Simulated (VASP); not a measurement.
# Na (Fm-3m) in VASP: a series of runs, part 2 of 2

VASP 6.6.1. The steps go on from the part before.

## (4) Relaxation of cell and atoms, PBEsol

This run uses another cell than the first one, of 39.15 Å³/atom.

Input file INCAR:

```
PREC = Accurate
ENCUT = 500
EDIFF = 1E-7
ISMEAR = 1
SIGMA = 0.1
LREAL = False
LASPH = True
NELM = 120
ALGO = Normal
ISIF = 3
LWAVE = False
LCHARG = False
GGA = PS
IBRION = 2
NSW = 80
EDIFFG = -0.01
GGA_COMPAT = False
NELMIN = 4
```

Input file KPOINTS:

```
Automatic mesh
0
Gamma
  13 13 13
```

Input file POSCAR:

```
Na
1.0
    0.0000000000      2.6950000000      2.6950000000
    2.6950000000      0.0000000000      2.6950000000
    2.6950000000      2.6950000000      0.0000000000
Na
1
Direct
    0.0000000000      0.0000000000      0.0000000000
```

Potentials or basis: VASP PAW PBE potentials, release 64 (Na_pv).

Run with:

```bash
$ cat potpaw_PBE.64/Na_pv/POTCAR > POTCAR
$ mpirun -np 1 vasp_std > vasp.out
```

OUTCAR:

```text
PREC = Accurate
   ENCUT = 500
   EDIFF = 1E-7
   ISMEAR = 1
   LREAL = False
   LASPH = True
   NELM = 120
   ISIF = 3
   GGA = PS
   IBRION = 2
   NSW = 80
   EDIFFG = -0.01
   NELMIN = 4

 ion  position               nearest neighbor table
   1  0.000  0.000  0.000-

  LATTYP: Found a face centered cubic cell.
 ALAT       =     5.3900000000

  Lattice vectors:

 A1 = (   0.0000000000,   2.6950000000,   2.6950000000)
 A2 = (   2.6950000000,   0.0000000000,   2.6950000000)
 A3 = (   2.6950000000,   2.6950000000,   0.0000000000)

Analysis of symmetry for initial positions (statically):
=====================================================================
 Subroutine PRICEL returns:
 Original cell was already a primitive cell.

 Routine SETGRP: Setting up the symmetry group for a
 face centered cubic supercell.

 Subroutine GETGRP returns: Found 48 space group operations
 (whereof 48 operations were pure point group operations)
 out of a pool of 48 trial point group operations.

The static configuration has the point symmetry O_h .

Analysis of symmetry for dynamics (positions and initial velocities):
=====================================================================
 Subroutine PRICEL returns:
 Original cell was already a primitive cell.

 Routine SETGRP: Setting up the symmetry group for a
 face centered cubic supercell.

 Subroutine GETGRP returns: Found 48 space group operations
 (whereof 48 operations were pure point group operations)
 out of a pool of 48 trial point group operations.

The dynamic configuration has the point symmetry O_h .

 Subroutine INISYM returns: Found 48 space group operations
 (whereof 48 operations are pure point group operations),
 and found     1 'primitive' translations

----------------------------------------------------------------------------------------

                                     Primitive cell

  volume of cell :      39.1477

  direct lattice vectors                    reciprocal lattice vectors
     0.000000000  2.695000000  2.695000000    -0.185528757  0.185528757  0.185528757
     2.695000000  0.000000000  2.695000000     0.185528757 -0.185528757  0.185528757
     2.695000000  2.695000000  0.000000000     0.185528757  0.185528757 -0.185528757

  length of vectors
     3.811305551  3.811305551  3.811305551     0.321345233  0.321345233  0.321345233

  position of ions in fractional coordinates (direct lattice)
     0.000000000  0.000000000  0.000000000

  ion indices of the primitive-cell ions
   primitive index   ion index
                 1           1

----------------------------------------------------------------------------------------

 KPOINTS: Automatic mesh

Automatic generation of k-mesh.
 Grid dimensions read from file:
 generate k-points for:   13   13   13

 Generating k-lattice:

  Cartesian coordinates                     Fractional coordinates (reciprocal lattice)
    -0.014271443  0.014271443  0.014271443     0.076923077  0.000000000  0.000000000
     0.014271443 -0.014271443  0.014271443     0.000000000  0.076923077  0.000000000
     0.014271443  0.014271443 -0.014271443     0.000000000  0.000000000  0.076923077

  Length of vectors
     0.024718864  0.024718864  0.024718864

  Shift w.r.t. Gamma in fractional coordinates (k-lattice)
     0.000000000  0.000000000  0.000000000

 Subroutine IBZKPT returns following result:
 ===========================================

 Found     84 irreducible k-points:

 Following reciprocal coordinates:
            Coordinates               Weight
  0.000000  0.000000  0.000000      1.000000
  0.076923  0.000000  0.000000      8.000000
  0.153846  0.000000  0.000000      8.000000
  0.230769  0.000000  0.000000      8.000000
  0.307692  0.000000  0.000000      8.000000
  0.384615  0.000000  0.000000      8.000000
[... 16 lines left out ...]
  0.384615  0.153846  0.000000     24.000000
  0.461538  0.153846  0.000000     24.000000
 [... further k-points ...]
   k-points           NKPTS =     84   k-points in BZ     NKDIM =     84   number of bands    NBANDS=      7
   number of dos      NEDOS =    301   number of ions     NIONS =      1
   total plane-waves  NPLWV =  21952
   dimension x,y,z NGX =    28 NGY =   28 NGZ =   28
   dimension x,y,z NGXF=    56 NGYF=   56 NGZF=   56
   ions per type =               1
   NGX,Y,Z   is equivalent  to a cutoff of  12.21, 12.21, 12.21 a.u.
   NGXF,Y,Z  is equivalent  to a cutoff of  24.43, 24.43, 24.43 a.u.
 SYSTEM =  unknown system
   PREC   = accura    normal or accurate (medium, high low for compatibility)
   ISTART =      0    job   : 0-new  1-cont  2-samecut
   ICHARG =      2    charge: 1-file 2-atom 10-const
   ISPIN  =      1    spin polarized calculation?
   LNONCOLLINEAR =      F non collinear calculations
   LSORBIT =      F    spin-orbit coupling
   LASPH  =      T    aspherical Exc in radial PAW
   ENCUT  =  500.0 eV  36.75 Ry    6.06 a.u.   6.95  6.95  6.95*2*pi/ulx,y,z
   NELM   =    120;   NELMIN=  4; NELMDL= -5     # of ELM steps
   EDIFF  = 0.1E-06   stopping-criterion for ELM
   LREAL  =      F    real-space projection
   EDIFFG = -.1E-01   stopping-criterion for IOM
   NSW    =     80    number of steps for IOM
   IBRION =      2    ionic relax: 0-MD 1-quasi-New 2-CG
   NFREE  =      1    steps in history (QN), initial steepest desc. (CG)
   ISIF   =      3    stress and relaxation
   ISYM   =      2    0-nonsym 1-usesym 2-fastsym
   POTIM  = 0.5000    time-step for ionic-motion
   TEBEG  =    0.0;   TEEND  =   0.0 temperature during run
   PSTRESS=    0.0 pullay stress
   NELECT =       7.0000    total number of electrons
   NUPDOWN=      -1.0000    fix difference up-down
   EMIN   =  10.00;   EMAX   =-10.00  energy-range for DOS
   EFERMI =   0.00;   METHOD = LEGACY
   ISMEAR =     1;   SIGMA  =   0.10  broadening in eV -4-tet -1-fermi 0-gaus
   EFERMI_NEDOS =   21; number of points for ismear=-14 and -15
   IALGO  =     38    algorithm
   IMIX   =      4    mixing-type and parameters
     AMIX     =   0.40;   BMIX     =  1.00
     AMIX_MAG =   1.60;   BMIX_MAG =  1.00
  volume/ion in A,a.u.               =      39.15       264.18
  Fermi-wavevector in a.u.,A,eV,Ry     =   0.922300  1.742894 11.573616  0.850637
  Thomas-Fermi vector in A             =   2.047811
   LORBIT       =      0    0 simple, 1 ext, 2 COOP (PROOUT), +10 PAW based schemes
   GGA     = PS    functional components
   LHFCALC =     F    Hartree Fock is set to
   AEXX    =    0.0000 exact exchange contribution
   IVDW    =     0    specifies the selected vdW correction
   LEPSILON=     F    determine dielectric tensor
   LRPA    =     F    only Hartree local field effects (RPA)
 conjugate gradient relaxation of ions
 non-spin polarized calculation
 Methfessel and Paxton  Order N= 1 SIGMA  =   0.10
  energy-cutoff  :      500.00
  volume of cell :       39.15
 maximum number of plane-waves:      1010
   NGX = 13   NGY = 13   NGZ = 13

--------------------------------------- Ionic step        1  -------------------------------------------

 number of electron       6.9999996 magnetization

 Free energy of the ion-electron system (eV)
  ---------------------------------------------------
  ext. energy  EPLUGINS =         0.00000000
  ---------------------------------------------------
  free energy    TOTEN  =        -1.39234617 eV

  energy without entropy =       -1.39249307  energy(sigma->0) =       -1.39239513

------------------------ aborting loop because EDIFF is reached ----------------------------------------

  FORCE on cell =-STRESS in cart. coord.  units (eV):
  Direction    XX          YY          ZZ          XY          YZ          ZX
  --------------------------------------------------------------------------------------
  -------------------------------------------------------------------------------------
  Total       -0.1271604     -0.1271604     -0.1271604      0.0000000      0.0000000      0.0000000
  in kB       -5.2042248     -5.2042248     -5.2042248      0.0000000      0.0000000      0.0000000
  external PRESSURE =      -5.2042248 kB  Pullay stress =       0.0000000 kB
[... 55 lines left out ...]
  energy  without entropy=       -1.3945599477  energy(sigma->0) =       -1.39446359

--------------------------------------- Ionic step        3  -------------------------------------------

 number of electron       7.0000000 magnetization

 Free energy of the ion-electron system (eV)
  ---------------------------------------------------
  ext. energy  EPLUGINS =         0.00000000
  ---------------------------------------------------
  free energy    TOTEN  =        -1.39710322 eV

  energy without entropy =       -1.39723514  energy(sigma->0) =       -1.39714720

 E-fermi :   0.3850     XC(G=0):  -6.5538

 val. band max:        0.2707397494   @ k =   0.3846   0.3846   0.0000
 cond. band min:       0.3915805830   @ k =  -0.3077   0.2308   0.0769
 fundamental gap:      0.1208408336
 Fermi energy:         0.3850058613

 k-point     1 :       0.0000    0.0000    0.0000
  band No.  band energies     occupation
      1     -24.4028      2.00000
      2     -24.4028      2.00000
      3     -24.4028      2.00000
      4      -2.9586      2.00000
      5      11.5774      0.00000
      6      11.5774      0.00000
      7      11.5774      0.00000
[... 221 lines left out ...]
 k-point    24 :       0.4615    0.1538    0.0000
  band No.  band energies     occupation
      1     -24.4361      2.00000
      2     -24.4122      2.00000
      3     -24.4101      2.00000
      4       0.1422      2.00318
      5       3.0017      0.00000
      6       8.0130      0.00000
      7       9.1365      0.00000

 [... further k-points ...]
[... 5 lines left out ...]
  --------------------------------------------------------------------------------------
  -------------------------------------------------------------------------------------
  Total       -0.0017662     -0.0017662     -0.0017662     -0.0000000      0.0000000     -0.0000000
  in kB       -0.0778763     -0.0778763     -0.0778763     -0.0000000      0.0000000     -0.0000000
  external PRESSURE =      -0.0778763 kB  Pullay stress =       0.0000000 kB
[... 16 lines left out ...]
  FREE ENERGIE OF THE ION-ELECTRON SYSTEM (eV)
  ---------------------------------------------------
  free  energy   TOTEN  =        -1.3971032239 eV

  energy  without entropy=       -1.3972351438  energy(sigma->0) =       -1.39714720

 reached required accuracy - stopping structural energy minimisation
```

Wall time 23 s (1 thread of Intel Xeon Platinum 8559C (Emerald Rapids), shared host); peak memory 0.15 GiB.

Results:

```yaml
Free_energy: -1.3971 eV
Relaxed_volume: 36.34 Å³/atom
Relaxed_cell: a = 3.718 Å, b = 3.718 Å, c = 3.718 Å, α = 60.00°, β = 60.00°, γ = 60.00°
Space_group_after_relaxing_to_0.1_Å: Fm-3m (No. 225)
Energy_gained_by_relaxing: 4.8 meV/atom
Ionic_steps: 3
Pressure_after_relaxing: 0.0 GPa
Band_gap_on_the_k_mesh: zero (an odd number of electrons rules out a gap without spin polarisation)
```

The path:
```
step  energy change (eV)  largest force (eV/Å)  pressure (GPa)  volume (Å³)
   1              0.0000                0.0000           -0.52        39.15
   2             -0.0021                0.0000           -0.41        38.43
   3             -0.0048                0.0000           -0.01        36.34
```

Final structure:
```
Na
1.0
     0.00000    2.62887    2.62887
     2.62887    0.00000    2.62887
     2.62887    2.62887    0.00000
Na
1
Direct
  0.00000 0.00000 0.00000
```

Caveat: the PAW data sets were made with another functional, which shifts forces and pressure a little.

## (5) Relaxation of cell and atoms, PBEsol, target pressure 5 GPa, at which the enthalpy is minimised

This run uses another cell than the first one, of 39.15 Å³/atom.

Input file INCAR:

```
SYSTEM = Na
PREC     = Accurate       ! precision mode
ENCUT    = 500            ! plane-wave cutoff, eV
EDIFF    = 1E-7           ! SCF threshold, eV
ISMEAR   = 1              ! smearing method
SIGMA    = 0.1            ! smearing width, eV
LREAL    = .False.        ! projectors in reciprocal space
LASPH    = .True.         ! aspherical terms in the spheres
NELM     = 120            ! most SCF steps
ALGO     = Normal         ! electronic algorithm
ISIF     = 3              ! what is computed and relaxed
LWAVE    = .False.        ! write WAVECAR
LCHARG   = .False.        ! write CHGCAR
GGA      = PS             ! functional
IBRION   = 2              ! ionic algorithm
NSW      = 80             ! ionic steps
EDIFFG   = -0.01          ! ionic threshold
PSTRESS  = 50.0         
GGA_COMPAT= .False.      
NELMIN   = 4
```

Input file KPOINTS:

```
regular mesh
0
Gamma
  13 13 13
  0 0 0
```

POSCAR is that of step 4.

Run with:

```bash
$ cat potpaw_PBE.64/Na_pv/POTCAR > POTCAR
$ mpirun -np 1 vasp_std > vasp.out
```

Wall time 37 s (1 thread of Intel Xeon Platinum 8559C (Emerald Rapids), shared host); peak memory 0.16 GiB.

Results (log left out):

```yaml
Free_energy: -1.2717 eV
Relaxed_volume: 25.86 Å³/atom
Relaxed_cell: a = 3.319 Å, b = 3.319 Å, c = 3.319 Å, α = 60.00°, β = 60.00°, γ = 60.00°
Space_group_after_relaxing_to_0.1_Å: Fm-3m (No. 225)
Energy_change_on_relaxing_the_run_minimises_the_enthalpy: +120.7 meV/atom
Ionic_steps: 5
Pressure_after_relaxing: 5.0 GPa
Band_gap_on_the_k_mesh: zero (an odd number of electrons rules out a gap without spin polarisation)
```

Step by step:
```
step  energy change (eV)  largest force (eV/Å)  pressure (GPa)  volume (Å³)
   1              0.0000                0.0000           -0.52        39.15
   2              0.0112                0.0000            1.28        31.99
   3              0.0791                0.0000            3.73        27.40
   4              0.1281                0.0000            5.20        25.63
   5              0.1207                0.0000            5.00        25.86
```

Final structure:
```xyz
1
Lattice="0.0000 2.3472 2.3472 2.3472 0.0000 2.3472 2.3472 2.3472 0.0000" Properties=species:S:1:pos:R:3 pbc="T T T"
Na    0.0000    0.0000    0.0000
```

Levels at points of the mesh, in eV from the Fermi level:
```
           k point  band 2  band 3  band 4  band 5  band 6  band 7
(0.00, 0.00, 0.00)  -24.64  -24.64   -4.17   13.41   13.41   13.41
```

Caveat: the cell is relaxed towards a set pressure, so the run minimises the enthalpy, not the energy; the volume moved by over 15 % at a fixed basis, so the end points are rough; the PAW data sets were made with another functional, which shifts forces and pressure a little.

## (6) Relaxation of cell and atoms, PBEsol, target pressure 10 GPa, at which the enthalpy is minimised

This run uses another cell than the first one, of 39.15 Å³/atom.

Input file INCAR:

```
PREC = Accurate
ENCUT = 500
EDIFF = 1E-7
ISMEAR = 1
SIGMA = 0.1
LREAL = F
LASPH = T
NELM = 120
ALGO = Normal
ISIF = 3
LWAVE = F
LCHARG = F
GGA = PS
IBRION = 2
NSW = 80
EDIFFG = -0.01
PSTRESS = 100.0
GGA_COMPAT = F
NELMIN = 4
```

Input file KPOINTS:

```
regular mesh
0
Gamma
  13 13 13
```

POSCAR is that of step 5.

Potentials or basis: VASP PAW PBE potentials, release 64 (Na_pv).

Run with:

```bash
$ cat potpaw_PBE.64/Na_pv/POTCAR > POTCAR
$ mpirun -np 1 vasp_std > vasp.out
```

Run time: 84 s. Hardware: 1 thread of Intel Xeon Platinum 8559C (Emerald Rapids), shared host; peak memory 0.16 GiB.

It converged, with:

```
Free energy                                                : -1.1002 eV
Relaxed volume                                             : 22.05 Å³/atom
Relaxed cell                                               : a = 3.147 Å, b = 3.147 Å, c = 3.147 Å, α = 60.00°, β = 60.00°, γ = 60.00°
Space group after relaxing (to 0.1 Å)                      : Fm-3m (No. 225)
Energy change on relaxing (the run minimises the enthalpy) : +292.1 meV/atom
Ionic steps                                                : 17
Pressure after relaxing                                    : 10.0 GPa
Band gap on the k mesh                                     : zero (an odd number of electrons rules out a gap without spin polarisation)
```

The path:
| step | energy change (eV) | largest force (eV/Å) | pressure (GPa) | volume (Å³) |
| --- | --- | --- | --- | --- |
| 1 | 0.0000 | 0.0000 | -0.52 | 39.15 |
| 2 | 0.1071 | 0.0000 | 4.56 | 26.31 |
| 3 | 0.2471 | 0.0000 | 8.64 | 22.83 |
| 4 | 0.3002 | 0.0000 | 10.14 | 21.92 |
| 5 | 0.2828 | 0.0000 | 9.66 | 22.20 |
| 6 | 0.2829 | 0.0000 | 9.67 | 22.20 |
| 7 | 0.2835 | 0.0000 | 9.68 | 22.19 |
| 8 | 0.2835 | 0.0000 | 9.68 | 22.19 |
| 9 | 0.2835 | 0.0000 | 9.68 | 22.19 |
| 10 | 0.2835 | 0.0000 | 9.68 | 22.19 |
| 11 | 0.2836 | 0.0000 | 9.68 | 22.19 |
| 12 | 0.2837 | 0.0000 | 9.69 | 22.18 |
| 13 | 0.2840 | 0.0000 | 9.70 | 22.18 |
| 14 | 0.2845 | 0.0000 | 9.71 | 22.17 |
| 15 | 0.2856 | 0.0000 | 9.75 | 22.15 |
| 16 | 0.2878 | 0.0000 | 9.82 | 22.12 |
| 17 | 0.2921 | 0.0000 | 9.95 | 22.05 |

Final structure:
```xyz
1
Lattice="0.0000 2.2256 2.2256 2.2256 0.0000 2.2256 2.2256 2.2256 0.0000" Properties=species:S:1:pos:R:3 pbc="T T T"
Na    0.0000    2.2256    2.2256
```

Levels at points of the mesh, in eV from the Fermi level:
| k point | band 1 | band 2 | band 3 | band 4 | band 5 | band 6 | band 7 |
| --- | --- | --- | --- | --- | --- | --- | --- |
| (0.00, 0.00, 0.00) | -24.67 | -24.67 | -24.67 | -4.62 | 14.55 | 14.55 | 14.55 |

Caveat: the cell is relaxed towards a set pressure, so the run minimises the enthalpy, not the energy; the volume moved by over 15 % at a fixed basis, so the end points are rough; the PAW data sets were made with another functional, which shifts forces and pressure a little.

## (7) Relaxation of cell and atoms, PBEsol, target pressure 20 GPa, at which the enthalpy is minimised

This run uses another cell than the first one, of 39.15 Å³/atom.

Input file INCAR:

```
ALGO = Normal
EDIFF = 1E-7
EDIFFG = -0.01
ENCUT = 500
GGA = PS
GGA_COMPAT = False
IBRION = 2
ISIF = 3
ISMEAR = 1
LASPH = True
LCHARG = False
LREAL = False
LWAVE = False
NELM = 120
NELMIN = 4
NSW = 80
PREC = Accurate
PSTRESS = 200.0
SIGMA = 0.1
```

Input file KPOINTS:

```
k-points
0
Gamma
  13 13 13
```

POSCAR is that of step 6.

Run with:

```bash
$ cat potpaw_PBE.64/Na_pv/POTCAR > POTCAR
$ mpirun -np 1 vasp_std > vasp.out
```

It took 83 s on 1 thread of Intel Xeon Platinum 8559C (Emerald Rapids), shared host; peak memory 0.16 GiB.

Results (log left out):

```yaml
Free_energy: -0.7511 eV
Relaxed_volume: 18.15 Å³/atom
Relaxed_cell: a = 2.950 Å, b = 2.950 Å, c = 2.950 Å, α = 60.00°, β = 60.00°, γ = 60.00°
Space_group_after_relaxing_to_0.1_Å: Fm-3m (No. 225)
Energy_change_on_relaxing_the_run_minimises_the_enthalpy: +641.2 meV/atom
Ionic_steps: 17
Pressure_after_relaxing: 20.0 GPa
Band_gap_on_the_k_mesh: zero (an odd number of electrons rules out a gap without spin polarisation)
```

Step by step:
```tsv
step	energy change (eV)	largest force (eV/Å)	pressure (GPa)	volume (Å³)
1	0.0000	0.0000	-0.52	39.15
2	0.7919	0.0000	24.51	17.06
3	0.6525	0.0000	20.34	18.06
4	0.6130	0.0000	19.16	18.38
5	0.6135	0.0000	19.18	18.37
6	0.6153	0.0000	19.23	18.36
7	0.6153	0.0000	19.22	18.36
8	0.6153	0.0000	19.23	18.36
9	0.6155	0.0000	19.23	18.36
10	0.6157	0.0000	19.24	18.36
11	0.6162	0.0000	19.25	18.35
12	0.6171	0.0000	19.28	18.34
13	0.6190	0.0000	19.34	18.33
14	0.6227	0.0000	19.46	18.30
15	0.6303	0.0000	19.70	18.24
16	0.6455	0.0000	20.12	18.11
17	0.6412	0.0000	19.97	18.15
```

Final structure:
```
CELL_PARAMETERS angstrom
0.00000 2.08572 2.08572
2.08572 0.00000 2.08572
2.08572 2.08572 0.00000
ATOMIC_POSITIONS crystal
Na 0.00000 0.00000 0.00000
```

Levels at points of the mesh, in eV from the Fermi level:
```tsv
k point	band 2	band 3	band 4	band 5	band 6	band 7
(0.00, 0.00, 0.00)	-24.81	-24.81	-5.23	16.01	16.01	16.01
```

Caveat: the cell is relaxed towards a set pressure, so the run minimises the enthalpy, not the energy; the volume moved by over 15 % at a fixed basis, so the end points are rough; the PAW data sets were made with another functional, which shifts forces and pressure a little.

## (8) Overview

| task | cell | gap on the mesh (eV) | pressure (GPa) |
| --- | --- | --- | --- |
| single point | a = 3.321 Å, angles 60.0°, 1 atom | none | 4.9 |
| single point | a = 3.718 Å, angles 60.0°, 1 atom | none | 0.0 |
| relaxation of cell and atoms | relaxed from a = 3.811 Å, angles 60.0°, 1 atom | none | 0.0 |
| relaxation of cell and atoms | relaxed to 5 GPa from a = 3.811 Å, angles 60.0°, 1 atom | none | 5.0 |
| relaxation of cell and atoms | relaxed to 10 GPa from a = 3.811 Å, angles 60.0°, 1 atom | none | 10.0 |
| relaxation of cell and atoms | relaxed to 20 GPa from a = 3.811 Å, angles 60.0°, 1 atom | none | 20.0 |

Alike in all rows: level PBEsol; potentials or basis VASP PAW PBE potentials, release 64 (Na_pv); no spin polarisation; k mesh 13 × 13 × 13; cutoff (eV) 500; smearing methfessel-paxton 0.1 eV.

Caveats: the PAW data sets were made with another functional, which shifts forces and pressure a little; the cell is relaxed towards a set pressure, so the run minimises the enthalpy, not the energy (at least some runs); the volume moved by over 15 % at a fixed basis, so the end points are rough (at least some runs); the cell stands under pressure (at least some runs).

Absolute energies hang on the potentials; compare differences alone.
